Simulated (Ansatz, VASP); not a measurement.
## One calculation of Ru, two programs

Contents of INCAR:

```
SYSTEM = Ru
PREC = Accurate ; ENCUT = 520
EDIFF = 1E-8 ; ISMEAR = -1
SIGMA = 0.15 ; LREAL = .False.
LASPH = .True. ; NELM = 60
ALGO = Normal ; ISIF = 2
LWAVE = .False. ; LCHARG = .False.
GGA = PS ; LEFG = .True.
NBANDS = 21
```

Contents of KPOINTS:

```
regular mesh
0
Gamma
  18 18 10
  0 0 0
```

File POSCAR:

```
Ru
1.0
    2.6916927100      0.0000000000      0.0000000000
   -1.3458463550      2.3310742660      0.0000000000
    0.0000000000      0.0000000000      4.2517439378
Ru
2
Direct
    0.3333333333      0.6666666667      0.2500000000
    0.6666666667      0.3333333333      0.7500000000
```

Input for Ansatz:

```yaml
crystal:
  lattice:
    - [2.69169271, 0.0, 0.0]
    - [-1.345846355, 2.331074266, 0.0]
    - [0.0, 0.0, 4.2517439378]
  atoms:
    - { symbol: Ru, position: [0.3333333333, 0.6666666667, 0.25] }
    - { symbol: Ru, position: [0.6666666667, 0.3333333333, 0.75] }
basis:
  ecutwfc: 420
kpoints:
  mp_grid: { grid: [18, 18, 10] }
hamiltonian:
  xc: pbesol
scf:
  occupations: { method: fermi_dirac, width: 0.15 }
output:
  forces: true
  stress: true
  eigenvalues: true
  efg: {}
checkpoint:
  read: start.run
  write: ck
  compress: false
  write_wavefunctions: false
  write_every: 100000
```

Alike in both runs: task electric field gradients; functional PBEsol; k mesh 18 × 18 × 10; occupations fermi-dirac, width 0.15 eV; no spin polarisation.

```csv
,VASP,Ansatz
version,VASP 6.6.1,Ansatz 0.2.0
potentials or method,"VASP PAW PBE potentials, release 64 (Ru_pv), cutoff 520 eV","scalar-relativistic, plane waves, PAW"
valence electrons in the cell,28,32
```

```tsv
	VASP	Ansatz	Ansatz less VASP
gap on the k mesh at the Fermi level (eV)	none	none	-
pressure (GPa)	-0.1	0.0	+0.07
size of Vzz on the site where it differs most (V/Å²)	15.2	11.5	-3.68
```

VASP's potentials were made for PBE, not for PBEsol. A gap of «none» marks a metal or a gap that the smearing closes. VASP's potentials hold 28 valence electrons a cell and Ansatz's 32, so a difference there can come from the potentials and not from the codes.
